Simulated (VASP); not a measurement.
# Nb (Fm-3m) in VASP: notebook, part 2 of 2

VASP 6.6.1. The steps go on from the part before.

### Step 3. Single point, r2SCAN (17.97 Å³/atom)

This run uses another cell than the first one, of 17.97 Å³/atom.

File POSCAR:

```
Nb
1.0
    0.0000000000      2.0787989940      2.0787989940
    2.0787989940      0.0000000000      2.0787989940
    2.0787989940      2.0787989940      0.0000000000
Nb
1
Direct
    0.0000000000      0.0000000000      0.0000000000
```

File INCAR.step1:

```
PREC = Accurate ; ENCUT = 520
ISMEAR = -1 ; SIGMA = 0.1
LREAL = False ; LASPH = True
NELM = 100 ; NBANDS = 12
GGA = PE ; ALGO = Normal
EDIFF = 1E-4 ; LWAVE = True
LCHARG = False
```

File INCAR.step2:

```
PREC = Accurate ; ENCUT = 520
EDIFF = 1E-6 ; ISMEAR = -1
SIGMA = 0.1 ; LREAL = False
LASPH = True ; NELM = 100
ALGO = Normal ; ISIF = 2
LWAVE = False ; LCHARG = True
METAGGA = R2SCAN ; LMIXTAU = True
LELF = True ; LVHAR = True
NBANDS = 12 ; ISTART = 1
```

File KPOINTS:

```
regular mesh
0
Gamma
  14 14 14
```

Potentials or basis: VASP PAW PBE potentials, release 64 (Nb_sv).

Started as:

```bash
cat potpaw_PBE.64/Nb_sv/POTCAR > POTCAR
cp INCAR.step1 INCAR
mpirun -np 1 vasp_std > vasp.out
cp INCAR.step2 INCAR
mpirun -np 1 vasp_std > vasp.out
```

OUTCAR:

```text
PREC = Accurate
   ENCUT = 520
   EDIFF = 1E-6
   ISMEAR = -1
   LREAL = False
   LASPH = True
   NELM = 100
   ISIF = 2
   METAGGA = R2SCAN
   ISTART = 1

 ion  position               nearest neighbor table
   1  0.000  0.000  0.000-

  LATTYP: Found a face centered cubic cell.
 ALAT       =     4.1575979880

  Lattice vectors:

 A1 = (   0.0000000000,   2.0787989940,   2.0787989940)
 A2 = (   2.0787989940,   0.0000000000,   2.0787989940)
 A3 = (   2.0787989940,   2.0787989940,   0.0000000000)

Analysis of symmetry for initial positions (statically):
=====================================================================
 Subroutine PRICEL returns:
 Original cell was already a primitive cell.

 Routine SETGRP: Setting up the symmetry group for a
 face centered cubic supercell.

 Subroutine GETGRP returns: Found 48 space group operations
 (whereof 48 operations were pure point group operations)
 out of a pool of 48 trial point group operations.

The static configuration has the point symmetry O_h .

Analysis of symmetry for dynamics (positions and initial velocities):
[... 159 lines left out ...]
 val. band max:       11.5721971536   @ k =  -0.1429   0.2143   0.0714
 cond. band min:      11.6034582660   @ k =   0.3571   0.2143   0.0000
 fundamental gap:      0.0312611124
 Fermi energy:        11.5918718023

 k-point     1 :       0.0000    0.0000    0.0000
  band No.  band energies     occupation
      1     -44.9924      2.00000
      2     -19.5358      2.00000
      3     -19.5358      2.00000
      4     -19.5358      2.00000
      5       4.8828      2.00000
      6      11.6932      0.53277
      7      11.6932      0.53277
      8      11.6932      0.53277
      9      14.6789      0.00000
     10      14.6789      0.00000
     11      23.8628      0.00000
     12      29.3057      0.00000
[... 331 lines left out ...]
 k-point    24 :       0.2857    0.1429    0.0000
  band No.  band energies     occupation
      1     -44.8437      2.00000
      2     -20.2772      2.00000
      3     -19.7295      2.00000
      4     -19.7159      2.00000
      5       7.2812      2.00000
      6      10.0079      2.00000
      7      11.9231      0.07033
      8      12.7908      0.00001
      9      14.1254      0.00000
     10      15.5732      0.00000
     11      26.0415      0.00000
     12      28.4243      0.00000

 [... further k-points ...]
[... 5 lines left out ...]
  --------------------------------------------------------------------------------------
  -------------------------------------------------------------------------------------
  Total        0.7871554      0.7871554      0.7871554      0.0000000      0.0000000     -0.0000000
  in kB       70.1945807     70.1945807     70.1945807      0.0000000      0.0000000     -0.0000000
  external PRESSURE =      70.1945807 kB  Pullay stress =       0.0000000 kB

 VOLUME and BASIS-vectors are now :
 -----------------------------------------------------------------------------
  energy-cutoff  :      520.00
  volume of cell :       17.97
      direct lattice vectors                 reciprocal lattice vectors
     0.000000000  2.078798994  2.078798994    -0.240523495  0.240523495  0.240523495
     2.078798994  0.000000000  2.078798994     0.240523495 -0.240523495  0.240523495
     2.078798994  2.078798994  0.000000000     0.240523495  0.240523495 -0.240523495

 POSITION                                       TOTAL-FORCE (eV/Angst)
 -----------------------------------------------------------------------------------
      0.00000      0.00000      0.00000         0.000000      0.000000     -0.000000
 -----------------------------------------------------------------------------------
    total drift:                               -0.000000      0.000000     -0.000000

  FREE ENERGIE OF THE ION-ELECTRON SYSTEM (eV)
  ---------------------------------------------------
  free  energy   TOTEN  =       -24.5190746493 eV

  energy  without entropy=      -24.4736236736  energy(sigma->0) =      -24.49634916
```

It took 93 s on 1 thread of Intel Xeon 8259CL, shared host; peak memory 0.16 GiB.

Results:

* Free energy: -24.5191 eV
* Pressure: 7.0 GPa
* Band gap on the k mesh: zero (an odd number of electrons rules out a gap without spin polarisation)

Levels at points of the mesh, in eV from the Fermi level:
| k point | band 2 | band 3 | band 4 | band 5 | band 6 | band 7 | band 8 | band 9 | band 10 | band 11 |
| --- | --- | --- | --- | --- | --- | --- | --- | --- | --- | --- |
| (0.00, 0.00, 0.00) | -31.13 | -31.13 | -31.13 | -6.71 | 0.10 | 0.10 | 0.10 | 3.09 | 3.09 | 12.27 |
| (0.50, 0.00, 0.00) | -32.58 | -31.31 | -31.31 | -4.24 | -0.06 | -0.06 | 1.43 | 5.17 | 5.17 | 11.65 |
| (0.50, 0.50, 0.00) | -32.48 | -31.64 | -31.64 | -4.50 | -3.76 | 3.92 | 5.22 | 5.73 | 5.73 | 12.23 |

Caveat: the cell stands under pressure; the PAW data sets were made with another functional, which shifts forces and pressure a little.

### Step 4. Single point, r2SCAN (18.72 Å³/atom)

This run uses another cell than the first one, of 18.72 Å³/atom.

File POSCAR:

```
Nb
1.0
    0.0000000000      2.1072792316      2.1072792316
    2.1072792316      0.0000000000      2.1072792316
    2.1072792316      2.1072792316      0.0000000000
Nb
1
Direct
    0.0000000000      0.0000000000      0.0000000000
```

File INCAR.step1:

```
  PREC = Accurate
  ENCUT = 520
  ISMEAR = -1
  SIGMA = 0.1
  LREAL = F
  LASPH = T
  NELM = 100
  NBANDS = 12
  GGA = PE
  ALGO = Normal
  EDIFF = 1E-4
  LWAVE = T
  LCHARG = F
```

File INCAR.step2:

```
  PREC = Accurate
  ENCUT = 520
  EDIFF = 1E-6
  ISMEAR = -1
  SIGMA = 0.1
  LREAL = F
  LASPH = T
  NELM = 100
  ALGO = Normal
  ISIF = 2
  LWAVE = F
  LCHARG = T
  METAGGA = R2SCAN
  LMIXTAU = T
  LELF = T
  LVHAR = T
  NBANDS = 12
  ISTART = 1
```

KPOINTS is that of step 3.

Started as:

```bash
cat potpaw_PBE.64/Nb_sv/POTCAR > POTCAR
cp INCAR.step1 INCAR
mpirun -np 1 vasp_std > vasp.out
cp INCAR.step2 INCAR
mpirun -np 1 vasp_std > vasp.out
```

Wall time 85 s (1 thread of Intel Xeon 8259CL, shared host); peak memory 0.16 GiB.

Results (log left out):

| Property | Result |
| --- | --- |
| Free energy | -24.5344 eV |
| Pressure | -0.3 GPa |
| Band gap on the k mesh | zero (an odd number of electrons rules out a gap without spin polarisation) |

Levels at points of the mesh, in eV from the Fermi level:
```csv
k point,band 3,band 4,band 5,band 6,band 7,band 8,band 9,band 10
"(0.00, 0.00, 0.00)",-31.26,-31.26,-6.62,0.13,0.13,0.13,2.96,2.96
"(0.50, 0.00, 0.00)",-31.42,-31.42,-4.07,-0.01,-0.01,1.26,4.92,4.92
"(0.50, 0.50, 0.00)",-31.71,-31.71,-4.26,-3.54,3.65,4.97,5.44,5.44
```

Caveat: the PAW data sets were made with another functional, which shifts forces and pressure a little.

### Step 5. Summary

```tsv
cell	gap on the mesh (eV)	pressure (GPa)
a = 2.898 Å, angles 60.0°, 1 atom	none	15.7
a = 2.940 Å, angles 60.0°, 1 atom	none	7.0
a = 2.980 Å, angles 60.0°, 1 atom	none	-0.3
```

Alike in all rows: task single point; level r2SCAN; potentials or basis VASP PAW PBE potentials, release 64 (Nb_sv); no spin polarisation; k mesh 14 × 14 × 14; cutoff (eV) 520; smearing fermi-dirac 0.1 eV.

Caveats: the PAW data sets were made with another functional, which shifts forces and pressure a little; the cell stands under pressure (at least some runs).

Absolute energies hang on the potentials; compare differences alone.
